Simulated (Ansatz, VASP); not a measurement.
## ScAl5: VASP beside Ansatz

INCAR

```
SYSTEM = ScAl5
PREC     = Accurate       ! precision mode
ENCUT    = 600            ! plane-wave cutoff, eV
EDIFF    = 1E-6           ! SCF threshold, eV
ISMEAR   = 0              ! smearing method
SIGMA    = 0.1            ! smearing width, eV
LREAL    = .False.        ! projectors in reciprocal space
LASPH    = .True.         ! aspherical terms in the spheres
NELM     = 80             ! most SCF steps
ALGO     = Normal         ! electronic algorithm
ISIF     = 3              ! what is computed and relaxed
LWAVE    = .False.        ! write WAVECAR
LCHARG   = .False.        ! write CHGCAR
GGA      = PE             ! functional
IBRION   = 2              ! ionic algorithm
NSW      = 90             ! ionic steps
EDIFFG   = -0.04          ! ionic threshold
```

Contents of KPOINTS:

```
Automatic mesh
0
Gamma
  6 6 2
  0 0 0
```

The input POSCAR:

```
ScAl5
1.0
    2.8338751000      0.0000000000      0.0000000000
   -1.4169375500      2.4542078300      0.0000000000
    0.0000000000      0.0000000000     13.8830959900
Sc Al
1 5
Direct
    0.0000000000      0.0000000000      0.0000000000
    0.3333333300      0.6666666700      0.1666666700
    0.6666666700      0.3333333300      0.3333333300
    0.0000000000      0.0000000000      0.5000000000
    0.3333333300      0.6666666700      0.6666666700
    0.6666666700      0.3333333300      0.8333333300
```

Input for Ansatz:

```yaml
crystal:
  lattice:
    - [2.8338751, 0.0, 0.0]
    - [-1.41693755, 2.45420783, 0.0]
    - [0.0, 0.0, 13.88309599]
  atoms:
    - { symbol: Sc, position: [0.0, 0.0, 0.0] }
    - { symbol: Al, position: [0.33333333, 0.66666667, 0.16666667] }
    - { symbol: Al, position: [0.66666667, 0.33333333, 0.33333333] }
    - { symbol: Al, position: [0.0, 0.0, 0.5] }
    - { symbol: Al, position: [0.33333333, 0.66666667, 0.66666667] }
    - { symbol: Al, position: [0.66666667, 0.33333333, 0.83333333] }
basis:
  ecutwfc: 420
kpoints:
  mp_grid: { grid: [6, 6, 2] }
hamiltonian:
  xc: pbe
scf:
  occupations: { method: gaussian, width: 0.1 }
  lower_state_search: "off"
output:
  forces: true
  stress: true
  eigenvalues: true
relax:
  adjacent_minimum: "off"
  f_tol: 0.04
  max_steps: 70
  cell: { stress_tol: 0.4 }
```

Alike in both runs: task relaxation of cell and atoms; functional PBE; k mesh 6 × 6 × 2; occupations gaussian, width 0.1 eV; no spin polarisation.

|  | VASP | Ansatz |
| --- | --- | --- |
| version | VASP 6.6.1 | Ansatz 0.2.0 |
| potentials or method | VASP PAW PBE potentials, release 64 (Sc_sv, Al), cutoff 600 eV | scalar-relativistic, plane waves, PAW |
| valence electrons in the cell | 26 | 26 |

VASP gave:

| Item | Value |
| --- | --- |
| gap on the k mesh at the Fermi level, each at its own relaxed structure (eV) | none |
| relaxed volume (Å³/atom) | 17.81 |
| relaxed length of the cell vector where the two differ most in proportion (Å) | 2.956 |

Question: Estimate Ansatz's values.

Answer: gap on the k mesh at the Fermi level, each at its own relaxed structure (eV): none; relaxed volume (Å³/atom): 17.82; relaxed length of the cell vector where the two differ most in proportion (Å): 2.956.

A gap of «none» marks a metal or a gap that the smearing closes.

The k mesh is coarse, so the values compare programs but aren't converged.
